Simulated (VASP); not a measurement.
Input of a VASP 6.6.1 run:

File INCAR:

```
PREC = Accurate
ENCUT = 520
EDIFF = 1E-7
ISMEAR = 0
SIGMA = 0.15
LREAL = F
LASPH = T
NELM = 60
ALGO = Fast
ISIF = 2
LWAVE = F
LCHARG = F
GGA = PS
NBANDS = 16
```

File KPOINTS:

```
Automatic mesh
0
Gamma
  22 22 22
```

POSCAR

```
AlRu
1.0
    2.9283928488      0.0000000000      0.0000000000
    0.0000000000      2.9283928488      0.0000000000
    0.0000000000      0.0000000000      3.0748124912
Al Ru
1 1
Direct
    0.0000000000      0.0000000000      0.0000000000
    0.5000000000      0.5000000000      0.5000000000
```

Potentials or basis: VASP PAW PBE potentials, release 64 (Al, Ru_pv).

Command:

```console
$ cat potpaw_PBE.64/Al/POTCAR potpaw_PBE.64/Ru_pv/POTCAR > POTCAR
$ mpirun -np 1 vasp_std > vasp.out
```

What does it give for the band gap on the k mesh?

Zero (an odd number of electrons rules out a gap without spin polarisation).

Predict the pressure.

0.3 GPa.

Stress tensor (GPa, compression positive):
```
 3.08  0.00  0.00
 0.00  3.08  0.00
 0.00  0.00 -5.25
```

Caveat: the PAW data sets were made with another functional, which shifts forces and pressure a little.
